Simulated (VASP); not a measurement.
# Si2BO3 (P4mm) in VASP: relaxation of cell and atoms with PBE

Aim: the relaxation of cell and atoms of Si2BO3 with PBE.

Program: VASP 6.6.1. These are calculated values, not measurements. Logs are shortened: lines on timing, memory, paths and dates and some standing lists are left out, and cuts for length are marked.

## Step 1: The cell of the first run

It takes space group P4mm (No. 99, tetragonal). The conventional cell has a = 3.871 Å, b = 3.871 Å, c = 4.859 Å, α = 90.00°, β = 90.00°, γ = 90.00°. Si (site symmetry 2mm) has 3 O at 1.66 to 1.99 Å within 2.2 Å. B (site symmetry 4mm) has 4 O at 1.94 Å and 4 Si at 2.45 Å within 2.6 Å. O (site symmetry 4mm) has 4 Si at 1.99 Å within 2.6 Å. Within 2.2 Å of O (site symmetry 2mm) lie 1 Si at 1.66 Å and 2 B at 1.94 Å.

The cell was generated, and may not be a known phase.

## Step 2: Relaxation of cell and atoms, PBE

INCAR reads:

```
SYSTEM = Si2BO3
  PREC = Accurate
  ENCUT = 910
  EDIFF = 1E-7
  ISMEAR = 0
  SIGMA = 0.1
  LREAL = .False.
  LASPH = .True.
  NELM = 120
  ALGO = Normal
  ISIF = 3
  LWAVE = .False.
  LCHARG = .False.
  GGA = PE
  IBRION = 2
  NSW = 100
  EDIFFG = -0.01
  GGA_COMPAT = .False.
  NELMIN = 4
```

KPOINTS reads:

```
regular mesh
0
Gamma
  10 10 8
  0 0 0
```

POSCAR reads:

```
Si2BO3
1.0
    3.8711470225      0.0000000000      0.0000000000
    0.0000000000      3.8711470225      0.0000000000
    0.0000000000      0.0000000000      4.8590256497
Si B O
2 1 3
Direct
    0.5000000000      0.0000000000      0.5757669067
    0.0000000000      0.5000000000      0.5757669067
    0.5000000000      0.5000000000      0.8856577754
    0.0000000000      0.0000000000      0.4846585912
    0.5000000000      0.0000000000      0.9171657050
    0.0000000000      0.5000000000      0.9171657050
```

Potentials or basis: VASP PAW PBE potentials, release 64 (Si, B_h, O_h).

On the command line:

```bash
> cat potpaw_PBE.64/Si/POTCAR potpaw_PBE.64/B_h/POTCAR potpaw_PBE.64/O_h/POTCAR > POTCAR
> mpirun -np 1 vasp_std > vasp.out
```

OUTCAR:

```text
SYSTEM = Si2BO3
   PREC = Accurate
   ENCUT = 910
   EDIFF = 1E-7
   ISMEAR = 0
   LREAL = .False.
   LASPH = .True.
   NELM = 120
   ISIF = 3
   GGA = PE
   IBRION = 2
   NSW = 100
   EDIFFG = -0.01
   NELMIN = 4

 ion  position               nearest neighbor table
   1  0.500  0.000  0.576-   5 1.66   4 1.99   4 1.99   2 2.74   2 2.74   2 2.74   2 2.74
   2  0.000  0.500  0.576-   6 1.66   4 1.99   4 1.99   1 2.74   1 2.74   1 2.74   1 2.74
   3  0.500  0.500  0.886-
   4  0.000  0.000  0.485-   1 1.99   2 1.99   2 1.99   1 1.99
   5  0.500  0.000  0.917-   1 1.66
   6  0.000  0.500  0.917-   2 1.66

  LATTYP: Found a simple tetragonal cell.
 ALAT       =     3.8711470225
 C/A-ratio  =     1.2551901598

  Lattice vectors:

 A1 = (   3.8711470225,   0.0000000000,   0.0000000000)
 A2 = (   0.0000000000,   3.8711470225,   0.0000000000)
 A3 = (   0.0000000000,   0.0000000000,   4.8590256497)

Analysis of symmetry for initial positions (statically):
=====================================================================
 Subroutine PRICEL returns:
 Original cell was already a primitive cell.

 Routine SETGRP: Setting up the symmetry group for a
 simple tetragonal supercell.

 Subroutine GETGRP returns: Found  8 space group operations
 (whereof  8 operations were pure point group operations)
 out of a pool of 16 trial point group operations.

The static configuration has the point symmetry C_4v.

Analysis of symmetry for dynamics (positions and initial velocities):
=====================================================================
 Subroutine PRICEL returns:
 Original cell was already a primitive cell.

 Routine SETGRP: Setting up the symmetry group for a
 simple tetragonal supercell.

 Subroutine GETGRP returns: Found  8 space group operations
 (whereof  8 operations were pure point group operations)
 out of a pool of 16 trial point group operations.

The dynamic configuration has the point symmetry C_4v.

 Subroutine INISYM returns: Found  8 space group operations
 (whereof  8 operations are pure point group operations),
 and found     1 'primitive' translations

----------------------------------------------------------------------------------------

                                     Primitive cell

  volume of cell :      72.8163

  direct lattice vectors                    reciprocal lattice vectors
     3.871147023  0.000000000  0.000000000     0.258321369  0.000000000  0.000000000
     0.000000000  3.871147023  0.000000000     0.000000000  0.258321369  0.000000000
     0.000000000  0.000000000  4.859025650     0.000000000  0.000000000  0.205802577

  length of vectors
     3.871147023  3.871147023  4.859025650     0.258321369  0.258321369  0.205802577

  position of ions in fractional coordinates (direct lattice)
     0.500000000  0.000000000  0.575766907
     0.000000000  0.500000000  0.575766907
     0.500000000  0.500000000  0.885657775
     0.000000000  0.000000000  0.484658591
     0.500000000  0.000000000  0.917165705
     0.000000000  0.500000000  0.917165705

  ion indices of the primitive-cell ions
   primitive index   ion index
                 1           1
                 2           2
                 3           3
                 4           4
                 5           5
                 6           6

----------------------------------------------------------------------------------------

 KPOINTS: regular mesh

Automatic generation of k-mesh.
 Grid dimensions read from file:
 generate k-points for:   10   10    8

 Generating k-lattice:

  Cartesian coordinates                     Fractional coordinates (reciprocal lattice)
     0.025832137  0.000000000  0.000000000     0.100000000  0.000000000  0.000000000
     0.000000000  0.025832137  0.000000000     0.000000000  0.100000000  0.000000000
     0.000000000  0.000000000  0.025725322     0.000000000  0.000000000  0.125000000

  Length of vectors
     0.025832137  0.025832137  0.025725322

  Shift w.r.t. Gamma in fractional coordinates (k-lattice)
     0.000000000  0.000000000  0.000000000

 Subroutine IBZKPT returns following result:
 ===========================================

 Found    105 irreducible k-points:

 Following reciprocal coordinates:
            Coordinates               Weight
  0.000000  0.000000  0.000000      1.000000
  0.100000  0.000000  0.000000      4.000000
  0.200000  0.000000  0.000000      4.000000
  0.300000  0.000000  0.000000      4.000000
  0.400000  0.000000  0.000000      4.000000
  0.500000  0.000000  0.000000      2.000000
[... 16 lines left out ...]
  0.100000  0.000000  0.125000      8.000000
  0.200000  0.000000  0.125000      8.000000
 [... further k-points ...]
   k-points           NKPTS =    105   k-points in BZ     NKDIM =    105   number of bands    NBANDS=     18
   number of dos      NEDOS =    301   number of ions     NIONS =      6
   total plane-waves  NPLWV =  76800
   dimension x,y,z NGX =    40 NGY =   40 NGZ =   48
   dimension x,y,z NGXF=    80 NGYF=   80 NGZF=   96
   ions per type =               2   1   3
   NGX,Y,Z   is equivalent  to a cutoff of  17.18, 17.18, 16.42 a.u.
   NGXF,Y,Z  is equivalent  to a cutoff of  34.36, 34.36, 32.85 a.u.
 SYSTEM =  Si2BO3
   PREC   = accura    normal or accurate (medium, high low for compatibility)
   ISTART =      0    job   : 0-new  1-cont  2-samecut
   ICHARG =      2    charge: 1-file 2-atom 10-const
   ISPIN  =      1    spin polarized calculation?
   LNONCOLLINEAR =      F non collinear calculations
   LSORBIT =      F    spin-orbit coupling
   LASPH  =      T    aspherical Exc in radial PAW
   ENCUT  =  910.0 eV  66.88 Ry    8.18 a.u.   9.52  9.52 11.95*2*pi/ulx,y,z
   NELM   =    120;   NELMIN=  4; NELMDL= -5     # of ELM steps
   EDIFF  = 0.1E-06   stopping-criterion for ELM
   LREAL  =      F    real-space projection
   EDIFFG = -.1E-01   stopping-criterion for IOM
   NSW    =    100    number of steps for IOM
   IBRION =      2    ionic relax: 0-MD 1-quasi-New 2-CG
   NFREE  =      1    steps in history (QN), initial steepest desc. (CG)
   ISIF   =      3    stress and relaxation
   ISYM   =      2    0-nonsym 1-usesym 2-fastsym
   POTIM  = 0.5000    time-step for ionic-motion
   TEBEG  =    0.0;   TEEND  =   0.0 temperature during run
   PSTRESS=    0.0 pullay stress
   NELECT =      29.0000    total number of electrons
   NUPDOWN=      -1.0000    fix difference up-down
   EMIN   =  10.00;   EMAX   =-10.00  energy-range for DOS
   EFERMI =   0.00;   METHOD = LEGACY
   ISMEAR =     0;   SIGMA  =   0.10  broadening in eV -4-tet -1-fermi 0-gaus
   EFERMI_NEDOS =   21; number of points for ismear=-14 and -15
   IALGO  =     38    algorithm
   IMIX   =      4    mixing-type and parameters
     AMIX     =   0.40;   BMIX     =  1.00
     AMIX_MAG =   1.60;   BMIX_MAG =  1.00
  volume/ion in A,a.u.               =      12.14        81.90
  Fermi-wavevector in a.u.,A,eV,Ry     =   1.204476  2.276129 19.738807  1.450761
  Thomas-Fermi vector in A             =   2.340200
   LORBIT       =      0    0 simple, 1 ext, 2 COOP (PROOUT), +10 PAW based schemes
   GGA     = PE    functional components
   LHFCALC =     F    Hartree Fock is set to
   AEXX    =    0.0000 exact exchange contribution
   IVDW    =     0    specifies the selected vdW correction
   LEPSILON=     F    determine dielectric tensor
   LRPA    =     F    only Hartree local field effects (RPA)
 conjugate gradient relaxation of ions
 non-spin polarized calculation
 Gauss-broadening in eV      SIGMA  =   0.10
  energy-cutoff  :      910.00
  volume of cell :       72.82
 maximum number of plane-waves:      4576
 NGX is ok and might be reduce to    40
   NGX = 19   NGY = 19   NGZ = 23

--------------------------------------- Ionic step        1  -------------------------------------------

 number of electron      29.0000000 magnetization

 Free energy of the ion-electron system (eV)
  ---------------------------------------------------
  ext. energy  EPLUGINS =         0.00000000
  ---------------------------------------------------
  free energy    TOTEN  =       -33.88253295 eV

  energy without entropy =      -33.87154204  energy(sigma->0) =      -33.87703750

------------------------ aborting loop because EDIFF is reached ----------------------------------------

  FORCE on cell =-STRESS in cart. coord.  units (eV):
  Direction    XX          YY          ZZ          XY          YZ          ZX
  --------------------------------------------------------------------------------------
  -------------------------------------------------------------------------------------
  Total       -0.4642824     -0.4642824      0.3076939      0.0000000      0.0000000      0.0000000
  in kB      -10.2156086    -10.2156086      6.7701907      0.0000000      0.0000000      0.0000000
  external PRESSURE =      -4.5536755 kB  Pullay stress =       0.0000000 kB
[... 101 lines left out ...]
  FREE ENERGIE OF THE ION-ELECTRON SYSTEM (eV)
  ---------------------------------------------------
  free  energy   TOTEN  =       -33.8855331871 eV

  energy  without entropy=      -33.8748536404  energy(sigma->0) =      -33.88019341

[... ionic steps 4 to 27 ...]

--------------------------------------- Ionic step       28  -------------------------------------------

 number of electron      29.0000002 magnetization

------------------------ aborting loop because EDIFF is reached ----------------------------------------

  FORCE on cell =-STRESS in cart. coord.  units (eV):
  Direction    XX          YY          ZZ          XY          YZ          ZX
  --------------------------------------------------------------------------------------
  -------------------------------------------------------------------------------------
  Total       -0.0065531     -0.0065531     -0.0105416      0.0000000      0.0000000     -0.0000000
  in kB       -0.1475376     -0.1475376     -0.2373377      0.0000000      0.0000000     -0.0000000
  external PRESSURE =      -0.1774709 kB  Pullay stress =       0.0000000 kB
[... 65 lines left out ...]
  energy  without entropy=      -33.8804656719  energy(sigma->0) =      -33.88581275

--------------------------------------- Ionic step       30  -------------------------------------------

 number of electron      29.0000002 magnetization

 Free energy of the ion-electron system (eV)
  ---------------------------------------------------
  ext. energy  EPLUGINS =         0.00000000
  ---------------------------------------------------
  free energy    TOTEN  =       -33.89116970 eV

  energy without entropy =      -33.88046270  energy(sigma->0) =      -33.88581620

 E-fermi :   6.0003     XC(G=0): -10.2019

 val. band max:        5.9946900295   @ k =   0.3000   0.3000   0.1250
 cond. band min:       6.0134564931   @ k =   0.4000   0.2000   0.0000
 fundamental gap:      0.0187664636
 Fermi energy:         6.0002974784

 k-point     1 :       0.0000    0.0000    0.0000
  band No.  band energies     occupation
      1     -15.6813      2.00000
      2     -14.1889      2.00000
      3     -13.2300      2.00000
      4      -3.0863      2.00000
      5      -2.7846      2.00000
      6      -2.7846      2.00000
[... 10 lines left out ...]
     17       7.9919      0.00000
     18       7.9919      0.00000
[... 466 lines left out ...]
      2     -14.1746      2.00000
      3     -13.3879      2.00000
      4      -4.0307      2.00000
      5      -2.5823      2.00000
      6      -2.0913      2.00000
[... 10 lines left out ...]
     17       7.3508      0.00000
     18       9.0272      0.00000

 [... further k-points ...]

------------------------ aborting loop because EDIFF is reached ----------------------------------------

  FORCE on cell =-STRESS in cart. coord.  units (eV):
  Direction    XX          YY          ZZ          XY          YZ          ZX
  --------------------------------------------------------------------------------------
  -------------------------------------------------------------------------------------
  Total        0.0016190      0.0016190     -0.0053573      0.0000000      0.0000000      0.0000000
  in kB        0.0364596      0.0364596     -0.1206415      0.0000000      0.0000000      0.0000000
  external PRESSURE =      -0.0159075 kB  Pullay stress =       0.0000000 kB
[... 21 lines left out ...]
  FREE ENERGIE OF THE ION-ELECTRON SYSTEM (eV)
  ---------------------------------------------------
  free  energy   TOTEN  =       -33.8911696957 eV

  energy  without entropy=      -33.8804626996  energy(sigma->0) =      -33.88581620

 reached required accuracy - stopping structural energy minimisation
```

Run time: 51 min. Hardware: 1 thread of Intel Xeon 6975P-C (Granite Rapids), shared host; peak memory 0.51 GiB.

Results:

```
Free energy                           : -33.8912 eV
Relaxed volume                        : 11.86 Å³/atom
Relaxed cell                          : a = 3.866 Å, b = 3.866 Å, c = 4.760 Å, α = 90.00°, β = 90.00°, γ = 90.00°
Space group after relaxing (to 0.1 Å) : P4mm (No. 99)
Energy gained by relaxing             : 1.4 meV/atom
Ionic steps                           : 30
Pressure after relaxing               : 0.0 GPa
Largest force after relaxing          : 0.007 eV/Å
Band gap on the k mesh                : zero (an odd number of electrons rules out a gap without spin polarisation)
```

Forces in eV/Å, atoms in the order of the input:
```
Si   0.000  0.000 -0.005
Si   0.000  0.000 -0.005
B    0.000  0.000  0.006
O    0.000  0.000  0.007
O    0.000  0.000 -0.001
O    0.000  0.000 -0.001
```

The path:
| step | energy change (eV) | largest force (eV/Å) | pressure (GPa) | volume (Å³) |
| --- | --- | --- | --- | --- |
| 1 | 0.0000 | 0.2087 | -0.46 | 72.82 |
| 2 | -0.0012 | 0.2905 | -0.84 | 72.45 |
| 3 | -0.0030 | 0.1320 | -0.67 | 72.61 |
| 4 | -0.0048 | 0.0687 | 0.52 | 71.97 |
| 5 | -0.0049 | 0.0749 | 0.29 | 72.09 |
| 6 | -0.0061 | 0.0620 | 0.20 | 72.11 |
| 7 | -0.0073 | 0.0561 | -0.05 | 72.17 |
| 8 | -0.0076 | 0.0450 | -0.22 | 72.12 |
| 9 | -0.0076 | 0.0498 | -0.24 | 72.12 |
| 10 | -0.0078 | 0.0400 | -0.19 | 72.08 |
| 11 | -0.0081 | 0.0105 | -0.04 | 71.94 |
| 12 | -0.0078 | 0.0620 | 0.28 | 71.68 |
| 13 | -0.0081 | 0.0188 | 0.06 | 71.87 |
| 14 | -0.0081 | 0.0186 | 0.02 | 71.88 |
| 15 | -0.0082 | 0.0174 | -0.06 | 71.89 |
| 16 | -0.0082 | 0.0167 | -0.09 | 71.90 |
| 17 | -0.0082 | 0.0151 | -0.10 | 71.87 |
| 18 | -0.0083 | 0.0119 | -0.13 | 71.78 |
| 19 | -0.0084 | 0.0284 | -0.18 | 71.60 |
| 20 | -0.0084 | 0.0738 | -0.29 | 71.25 |
| 21 | -0.0085 | 0.0472 | -0.21 | 71.46 |
| 22 | -0.0085 | 0.0446 | -0.21 | 71.44 |
| 23 | -0.0085 | 0.0367 | -0.17 | 71.39 |
| 24 | -0.0086 | 0.0211 | -0.10 | 71.28 |
| 25 | -0.0086 | 0.0217 | 0.04 | 71.07 |
| 26 | -0.0086 | 0.0159 | -0.01 | 71.15 |
| 27 | -0.0086 | 0.0154 | -0.02 | 71.16 |
| 28 | -0.0086 | 0.0147 | -0.02 | 71.16 |
| 29 | -0.0086 | 0.0121 | -0.01 | 71.16 |
| 30 | -0.0086 | 0.0071 | 0.00 | 71.15 |

Final structure:
```cif
data_structure
_symmetry_space_group_name_H-M 'P 1'
_symmetry_Int_Tables_number 1
_cell_length_a 3.8661
_cell_length_b 3.8661
_cell_length_c 4.7600
_cell_angle_alpha 90.000
_cell_angle_beta 90.000
_cell_angle_gamma 90.000
_cell_volume 71.15
loop_
_atom_site_label
_atom_site_type_symbol
_atom_site_fract_x
_atom_site_fract_y
_atom_site_fract_z
_atom_site_occupancy
Si1 Si 0.50000 0.00000 0.57507 1
Si2 Si 0.00000 0.50000 0.57507 1
B1 B 0.50000 0.50000 0.87753 1
O1 O 0.00000 0.00000 0.47968 1
O2 O 0.50000 0.00000 0.92441 1
O3 O 0.00000 0.50000 0.92441 1
```

Caveat: an odd number of electrons without spin polarisation forces a metal; a magnetic or distorted state may lie lower.
